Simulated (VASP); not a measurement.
# Be16B (a cell with a defect): single point with PBE

The system is Be16B (a cell with a defect).

```xyz
17
Lattice="-2.2900 -3.9664 0.0000 3.4350 -1.9832 0.0000 0.0000 0.0000 7.1769" Properties=species:S:1:pos:R:3 pbc="T T T"
Be   -0.3064   -3.8482    0.0282
Be   -0.0620   -2.6095    1.7333
Be   -0.1035   -3.8520    3.5343
Be   -0.0262   -2.4364    5.4330
Be   -1.4541   -1.9946   -0.1470
Be    2.1765   -2.7964    1.8727
Be   -1.1578   -1.9378    3.5489
Be    2.3336   -2.5030    5.3907
Be    1.5826   -1.9763    0.1047
Be    1.1587   -0.7431    1.9000
Be    1.1219   -1.9628    3.6440
Be    1.0696   -0.4425    5.4319
Be    0.0010   -0.8568    0.1966
Be    1.0076   -4.8779    1.4242
Be   -0.0755    0.0995    3.4870
Be    1.0302   -4.2819    5.1347
B     3.1939   -1.2993   -0.5768
```

```
Program                : VASP 6.6.1
Task                   : single point
Functional             : PBE
Potentials or basis    : VASP PAW PBE potentials, release 64 (Be, B)
Cutoff                 : 520 eV
k mesh                 : 4 × 4 × 3
Occupations            : fermi-dirac, width 0.1 eV
Spin                   : no spin polarisation
Dipole correction      : no
Further INCAR settings : LREAL = Auto; ALGO = Normal; EDIFF = 1e-06; NBANDS = 32
```

```yaml
Pressure: 8.8 GPa
Largest_force: 0.023 eV/Å
```

Forces on the atoms (eV/Å):
```
Be   0.013  0.004  0.004
Be   0.002 -0.002 -0.005
Be  -0.005  0.000  0.002
Be   0.004  0.000  0.000
Be  -0.001 -0.001  0.006
Be   0.004 -0.002  0.003
Be  -0.004  0.004 -0.001
Be  -0.005 -0.005 -0.010
Be  -0.022  0.000  0.005
Be   0.004  0.001  0.004
Be  -0.007  0.004  0.002
Be   0.003 -0.004 -0.006
Be   0.012 -0.012  0.008
Be   0.002  0.006  0.004
Be  -0.001 -0.001  0.002
Be  -0.005  0.007 -0.008
B    0.008  0.001 -0.012
```

Stress tensor (GPa, compression positive):
```
  6.60   1.24   0.93
  1.24  12.11 -11.65
  0.93 -11.65   7.77
```

Levels at points of the mesh, in eV from the Fermi level:
```tsv
k point	band 14	band 15	band 16	band 17	band 18	band 19	band 20	band 21
(0.00, 0.00, 0.00)	-3.45	-2.10	-1.10	-0.37	0.49	0.74	1.10	1.65
(0.50, 0.00, 0.00)	-2.32	-1.99	-1.74	-1.32	-1.07	0.25	0.40	0.85
(0.00, 0.50, 0.00)	-3.23	-2.93	-2.56	-2.07	0.02	0.28	0.74	1.05
(0.50, 0.50, 0.00)	-1.92	-1.23	-0.60	-0.37	0.75	0.81	1.24	1.54
```

Wall time 110 s on 1 thread of AMD EPYC 9R14 (Zen 4), with other jobs on the host, peak memory 0.22 GiB.

Caveat: the k points lie up to 0.40 Å⁻¹ apart.
